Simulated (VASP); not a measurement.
# Si (a cell with a defect) in VASP: relaxation of the atoms with PBE

Aim: the relaxation of the atoms of Si (a cell with a defect) with PBE.

All numbers are computed with VASP 6.6.1; they aren't measurements. Logs are shortened: lines on timing, memory, paths and dates and some standing lists are left out, and cuts for length are marked.

## (1) The cell of the first run

The cell holds a defect, 17 atoms: a = 7.679 Å, b = 7.679 Å, c = 7.679 Å, α = 60.00°, β = 60.00°, γ = 60.00°.

## (2) Relaxation of the atoms, PBE

Contents of INCAR:

```
ALGO = Normal
EDIFF = 1E-6
EDIFFG = -0.08
ENCUT = 520
GGA = PE
IBRION = 2
ISIF = 2
ISMEAR = -1
LASPH = True
LCHARG = False
LREAL = Auto
LWAVE = False
NELM = 60
NSW = 45
PREC = Accurate
SIGMA = 0.02
```

Contents of KPOINTS:

```
k-points
0
Gamma
  2 2 2
```

Contents of POSCAR:

```
Si
1.0
    0.0000000000      5.4300000000      5.4300000000
    5.4300000000      0.0000000000      5.4300000000
    5.4300000000      5.4300000000      0.0000000000
Si
17
Direct
    0.0000000000      0.0000000000      0.0000000000
    0.1250000000      0.1250000000      0.1250000000
    0.0000000000      0.0000000000      0.5000000000
    0.1250000000      0.1250000000      0.6250000000
    0.0000000000      0.5000000000      0.0000000000
    0.1250000000      0.6250000000      0.1250000000
    0.0000000000      0.5000000000      0.5000000000
    0.1250000000      0.6250000000      0.6250000000
    0.5000000000      0.0000000000      0.0000000000
    0.6250000000      0.1250000000      0.1250000000
    0.5000000000      0.0000000000      0.5000000000
    0.6250000000      0.1250000000      0.6250000000
    0.5000000000      0.5000000000      0.0000000000
    0.6250000000      0.6250000000      0.1250000000
    0.5000000000      0.5000000000      0.5000000000
    0.6250000000      0.6250000000      0.6250000000
    0.8027908000      0.8283756000      0.3172572000
```

Potentials or basis: VASP PAW PBE potentials, release 64 (Si).

Command:

```bash
> cat potpaw_PBE.64/Si/POTCAR > POTCAR
> mpirun -np 1 vasp_std > vasp.out
```

OUTCAR:

```text
EDIFF = 1E-6
   EDIFFG = -0.08
   ENCUT = 520
   GGA = PE
   IBRION = 2
   ISIF = 2
   ISMEAR = -1
   LASPH = True
   LREAL = Auto
   NELM = 60
   NSW = 45
   PREC = Accurate

 ion  position               nearest neighbor table
   1  0.000  0.000  0.000-  17 2.25   4 2.35   6 2.35  10 2.35   2 2.35
   2  0.125  0.125  0.125-   1 2.35   3 2.35   5 2.35   9 2.35
   3  0.000  0.000  0.500-   2 2.35   4 2.35   8 2.35  12 2.35
   4  0.125  0.125  0.625-   1 2.35   3 2.35   7 2.35  11 2.35
   5  0.000  0.500  0.000-   2 2.35   6 2.35   8 2.35  14 2.35
   6  0.125  0.625  0.125-   1 2.35   5 2.35   7 2.35  13 2.35  17 2.35
   7  0.000  0.500  0.500-  17 2.32   6 2.35   8 2.35  16 2.35   4 2.35
   8  0.125  0.625  0.625-   3 2.35   5 2.35   7 2.35  15 2.35
   9  0.500  0.000  0.000-   2 2.35  10 2.35  12 2.35  14 2.35
  10  0.625  0.125  0.125-  17 2.19   9 2.35  11 2.35  13 2.35   1 2.35
  11  0.500  0.000  0.500-  17 2.15  10 2.35  12 2.35  16 2.35   4 2.35
  12  0.625  0.125  0.625-   3 2.35   9 2.35  11 2.35  15 2.35
  13  0.500  0.500  0.000-   6 2.35  10 2.35  14 2.35  16 2.35
  14  0.625  0.625  0.125-   5 2.35   9 2.35  13 2.35  15 2.35
  15  0.500  0.500  0.500-   8 2.35  12 2.35  14 2.35  16 2.35
  16  0.625  0.625  0.625-  17 2.26  11 2.35  13 2.35  15 2.35   7 2.35
  17  0.803  0.828  0.317-  11 2.15  10 2.19   1 2.25  16 2.26   7 2.32   6 2.35

  LATTYP: Found a face centered cubic cell.
 ALAT       =    10.8600000000

  Lattice vectors:

 A1 = (   0.0000000000,   5.4300000000,   5.4300000000)
 A2 = (   5.4300000000,   0.0000000000,   5.4300000000)
 A3 = (   5.4300000000,   5.4300000000,   0.0000000000)

Analysis of symmetry for initial positions (statically):
=====================================================================
 Subroutine PRICEL returns:
 Original cell was already a primitive cell.

 Routine SETGRP: Setting up the symmetry group for a
 face centered cubic supercell.

 Subroutine GETGRP returns: Found  1 space group operations
 (whereof  1 operations were pure point group operations)
 out of a pool of 48 trial point group operations.

The static configuration has the point symmetry C_1 .

Analysis of symmetry for dynamics (positions and initial velocities):
=====================================================================
 Subroutine PRICEL returns:
 Original cell was already a primitive cell.

 Routine SETGRP: Setting up the symmetry group for a
 face centered cubic supercell.

 Subroutine GETGRP returns: Found  1 space group operations
 (whereof  1 operations were pure point group operations)
 out of a pool of 48 trial point group operations.

The dynamic configuration has the point symmetry C_1 .

 Subroutine INISYM returns: Found  1 space group operations
 (whereof  1 operations are pure point group operations),
 and found     1 'primitive' translations

----------------------------------------------------------------------------------------

                                     Primitive cell

  volume of cell :     320.2060

  direct lattice vectors                    reciprocal lattice vectors
     0.000000000  5.430000000  5.430000000    -0.092081031  0.092081031  0.092081031
     5.430000000  0.000000000  5.430000000     0.092081031 -0.092081031  0.092081031
     5.430000000  5.430000000  0.000000000     0.092081031  0.092081031 -0.092081031

  length of vectors
     7.679179644  7.679179644  7.679179644     0.159489025  0.159489025  0.159489025

  position of ions in fractional coordinates (direct lattice)
     0.000000000  0.000000000  0.000000000
     0.125000000  0.125000000  0.125000000
     0.000000000  0.000000000  0.500000000
     0.125000000  0.125000000  0.625000000
     0.000000000  0.500000000  0.000000000
     0.125000000  0.625000000  0.125000000
[... 9 lines left out ...]
     0.625000000  0.625000000  0.625000000
     0.802790800  0.828375600  0.317257200

  ion indices of the primitive-cell ions
   primitive index   ion index
                 1           1
                 2           2
                 3           3
                 4           4
                 5           5
                 6           6
[... 9 lines left out ...]
                16          16
                17          17

----------------------------------------------------------------------------------------

 KPOINTS: k-points

Automatic generation of k-mesh.
 Grid dimensions read from file:
 generate k-points for:    2    2    2

 Generating k-lattice:

  Cartesian coordinates                     Fractional coordinates (reciprocal lattice)
    -0.046040516  0.046040516  0.046040516     0.500000000  0.000000000  0.000000000
     0.046040516 -0.046040516  0.046040516     0.000000000  0.500000000  0.000000000
     0.046040516  0.046040516 -0.046040516     0.000000000  0.000000000  0.500000000

  Length of vectors
     0.079744512  0.079744512  0.079744512

  Shift w.r.t. Gamma in fractional coordinates (k-lattice)
     0.000000000  0.000000000  0.000000000

 Subroutine IBZKPT returns following result:
 ===========================================

 Found      8 irreducible k-points:

 Following reciprocal coordinates:
            Coordinates               Weight
  0.000000  0.000000  0.000000      1.000000
  0.500000  0.000000  0.000000      1.000000
  0.000000  0.500000  0.000000      1.000000
  0.000000  0.000000  0.500000      1.000000
  0.500000  0.500000  0.500000      1.000000
  0.500000  0.500000  0.000000      1.000000
  0.000000  0.500000  0.500000      1.000000
  0.500000  0.000000  0.500000      1.000000
   k-points           NKPTS =      8   k-points in BZ     NKDIM =      8   number of bands    NBANDS=     43
   number of dos      NEDOS =    301   number of ions     NIONS =     17
   total plane-waves  NPLWV = 216000
   dimension x,y,z NGX =    60 NGY =   60 NGZ =   60
   dimension x,y,z NGXF=   120 NGYF=  120 NGZF=  120
   ions per type =              17
   NGX,Y,Z   is equivalent  to a cutoff of  12.99, 12.99, 12.99 a.u.
   NGXF,Y,Z  is equivalent  to a cutoff of  25.98, 25.98, 25.98 a.u.
 SYSTEM =  unknown system
   PREC   = accura    normal or accurate (medium, high low for compatibility)
   ISTART =      0    job   : 0-new  1-cont  2-samecut
   ICHARG =      2    charge: 1-file 2-atom 10-const
   ISPIN  =      1    spin polarized calculation?
   LNONCOLLINEAR =      F non collinear calculations
   LSORBIT =      F    spin-orbit coupling
   LASPH  =      T    aspherical Exc in radial PAW
   ENCUT  =  520.0 eV  38.22 Ry    6.18 a.u.  14.28 14.28 14.28*2*pi/ulx,y,z
   NELM   =     60;   NELMIN=  2; NELMDL= -5     # of ELM steps
   EDIFF  = 0.1E-05   stopping-criterion for ELM
   LREAL  =      T    real-space projection
   EDIFFG = -.8E-01   stopping-criterion for IOM
   NSW    =     45    number of steps for IOM
   IBRION =      2    ionic relax: 0-MD 1-quasi-New 2-CG
   NFREE  =      1    steps in history (QN), initial steepest desc. (CG)
   ISIF   =      2    stress and relaxation
   ISYM   =      2    0-nonsym 1-usesym 2-fastsym
   POTIM  = 0.5000    time-step for ionic-motion
   TEBEG  =    0.0;   TEEND  =   0.0 temperature during run
   PSTRESS=    0.0 pullay stress
   NELECT =      68.0000    total number of electrons
   NUPDOWN=      -1.0000    fix difference up-down
   EMIN   =  10.00;   EMAX   =-10.00  energy-range for DOS
   EFERMI =   0.00;   METHOD = LEGACY
   ISMEAR =    -1;   SIGMA  =   0.02  broadening in eV -4-tet -1-fermi 0-gaus
   EFERMI_NEDOS =   21; number of points for ismear=-14 and -15
   IALGO  =     38    algorithm
   IMIX   =      4    mixing-type and parameters
     AMIX     =   0.40;   BMIX     =  1.00
     AMIX_MAG =   1.60;   BMIX_MAG =  1.00
  volume/ion in A,a.u.               =      18.84       127.11
  Fermi-wavevector in a.u.,A,eV,Ry     =   0.976715  1.845724 12.979587  0.953973
  Thomas-Fermi vector in A             =   2.107356
   LORBIT       =      0    0 simple, 1 ext, 2 COOP (PROOUT), +10 PAW based schemes
   GGA     = PE    functional components
   LHFCALC =     F    Hartree Fock is set to
   AEXX    =    0.0000 exact exchange contribution
   IVDW    =     0    specifies the selected vdW correction
   LEPSILON=     F    determine dielectric tensor
   LRPA    =     F    only Hartree local field effects (RPA)
 conjugate gradient relaxation of ions
 non-spin polarized calculation
  energy-cutoff  :      520.00
  volume of cell :      320.21
 maximum number of plane-waves:      8646
 NGX is ok and might be reduce to    60
   NGX = 29   NGY = 29   NGZ = 29

--------------------------------------- Ionic step        1  -------------------------------------------

 number of electron      68.0000003 magnetization

 Free energy of the ion-electron system (eV)
  ---------------------------------------------------
  ext. energy  EPLUGINS =         0.00000000
  ---------------------------------------------------
  free energy    TOTEN  =       -86.62604491 eV

  energy without entropy =      -86.61609814  energy(sigma->0) =      -86.62107152

------------------------ aborting loop because EDIFF is reached ----------------------------------------

  FORCE on cell =-STRESS in cart. coord.  units (eV):
  Direction    XX          YY          ZZ          XY          YZ          ZX
  --------------------------------------------------------------------------------------
  -------------------------------------------------------------------------------------
  Total       15.3526900     15.6195639     15.2503957     -4.2862732     -4.3090714     -4.3582357
  in kB       76.8184567     78.1537826     76.3066188    -21.4467230    -21.5607960    -21.8067936
  external PRESSURE =      77.0929527 kB  Pullay stress =       0.0000000 kB
[... 134 lines left out ...]
  FREE ENERGIE OF THE ION-ELECTRON SYSTEM (eV)
  ---------------------------------------------------
  free  energy   TOTEN  =       -87.3705147125 eV

  energy  without entropy=      -87.3635155121  energy(sigma->0) =      -87.36701511

[... ionic steps 4 to 16 ...]

--------------------------------------- Ionic step       17  -------------------------------------------

 number of electron      68.0000000 magnetization

------------------------ aborting loop because EDIFF is reached ----------------------------------------

  FORCE on cell =-STRESS in cart. coord.  units (eV):
  Direction    XX          YY          ZZ          XY          YZ          ZX
  --------------------------------------------------------------------------------------
  -------------------------------------------------------------------------------------
  Total        9.8118979      9.8332285      9.8104691     -0.9388132     -0.9519115     -0.9249271
  in kB       49.0946443     49.2013738     49.0874950     -4.6974295     -4.7629682     -4.6279492
  external PRESSURE =      49.1278377 kB  Pullay stress =       0.0000000 kB
[... 87 lines left out ...]
  energy  without entropy=      -87.6729868763  energy(sigma->0) =      -87.67774540

--------------------------------------- Ionic step       19  -------------------------------------------

 number of electron      68.0000000 magnetization

 Free energy of the ion-electron system (eV)
  ---------------------------------------------------
  ext. energy  EPLUGINS =         0.00000000
  ---------------------------------------------------
  free energy    TOTEN  =       -87.68386289 eV

  energy without entropy =      -87.67446973  energy(sigma->0) =      -87.67916631

 E-fermi :   6.7299     XC(G=0):  -9.6896

 val. band max:        6.5140772759   @ k =   0.0000   0.5000   0.5000
 cond. band min:       6.7359165389   @ k =   0.5000   0.5000   0.5000
 fundamental gap:      0.2218392631
 Fermi energy:         6.7299014910

 k-point     1 :       0.0000    0.0000    0.0000
  band No.  band energies     occupation
      1      -6.2209      2.00000
      2      -3.9039      2.00000
      3      -3.6347      2.00000
      4      -3.6300      2.00000
      5      -3.3967      2.00000
      6      -2.5397      2.00000
[... 401 lines left out ...]
  FREE ENERGIE OF THE ION-ELECTRON SYSTEM (eV)
  ---------------------------------------------------
  free  energy   TOTEN  =       -87.6838628895 eV

  energy  without entropy=      -87.6744697262  energy(sigma->0) =      -87.67916631

 reached required accuracy - stopping structural energy minimisation
```

Run time: 42 min. Hardware: 1 thread of Oxide Virtual Turin-like, shared host; peak memory 0.5 GiB.

Results:

```
Free energy                  : -87.6839 eV
Energy gained by relaxing    : 62.2 meV/atom
Ionic steps                  : 19
Pressure after relaxing      : 4.9 GPa
Largest force after relaxing : 0.051 eV/Å
Band gap on the k mesh       : 0.01 eV
```

Forces in eV/Å, atoms in the order of the input:
```
Si  -0.007  0.000 -0.009
Si  -0.013 -0.014  0.014
Si   0.010 -0.011 -0.005
Si  -0.027  0.003 -0.002
Si  -0.022  0.013  0.013
Si   0.000  0.012  0.000
Si  -0.003 -0.009  0.009
Si  -0.021  0.012 -0.023
Si   0.005 -0.014  0.010
Si   0.013 -0.008  0.002
Si  -0.011 -0.013 -0.005
Si   0.008 -0.012 -0.013
Si   0.004  0.019  0.006
Si   0.013 -0.006  0.005
Si   0.005  0.010 -0.022
Si   0.003  0.010 -0.006
Si   0.044  0.009  0.024
```

The path:
| step | energy change (eV) | largest force (eV/Å) | pressure (GPa) |
| --- | --- | --- | --- |
| 1 | 0.0000 | 3.2471 | 7.71 |
| 2 | -0.7263 | 1.1821 | 6.32 |
| 3 | -0.7445 | 0.8420 | 6.36 |
| 4 | -0.8556 | 0.4583 | 6.12 |
| 5 | -0.8561 | 0.4614 | 6.11 |
| 6 | -0.8907 | 0.3373 | 6.04 |
| 7 | -0.9017 | 0.2606 | 5.98 |
| 8 | -0.9298 | 0.2006 | 5.91 |
| 9 | -0.9777 | 0.4017 | 5.69 |
| 10 | -0.9823 | 0.5021 | 5.60 |
| 11 | -0.9978 | 0.4516 | 5.53 |
| 12 | -1.0314 | 0.3144 | 5.31 |
| 13 | -1.0404 | 0.3382 | 4.85 |
| 14 | -1.0460 | 0.2136 | 5.02 |
| 15 | -1.0514 | 0.1188 | 4.97 |
| 16 | -1.0531 | 0.1262 | 4.92 |
| 17 | -1.0544 | 0.0964 | 4.91 |
| 18 | -1.0565 | 0.0951 | 4.88 |
| 19 | -1.0578 | 0.0508 | 4.87 |

Final structure:
```
Si
1.0
     0.00000    5.43000    5.43000
     5.43000    0.00000    5.43000
     5.43000    5.43000    0.00000
Si
17
Direct
  0.01032 0.01242 0.97343
  0.12706 0.12843 0.11266
  0.98034 0.98163 0.48107
  0.10602 0.10809 0.60724
  0.00967 0.50029 0.99973
  0.14608 0.61815 0.11692
  0.01024 0.47417 0.51176
  0.12710 0.61332 0.62786
  0.49890 0.01120 0.99976
  0.61663 0.14747 0.11734
  0.47273 0.01192 0.51135
  0.61177 0.12844 0.62786
  0.51451 0.51624 0.01545
  0.63999 0.64128 0.14074
  0.49894 0.50035 0.51053
  0.61614 0.61818 0.64697
  0.81634 0.81679 0.31659
```

Caveat: the k points lie up to 0.50 Å⁻¹ apart; the smearing spreads over this small gap; semilocal functionals underestimate gaps, and a narrow one can read as zero; the relaxation stopped at a loose force limit of 0.08 eV/Å, so its end isn't a converged minimum.

The gap in the log of VASP goes by the Fermi energy; the results here count the filled bands.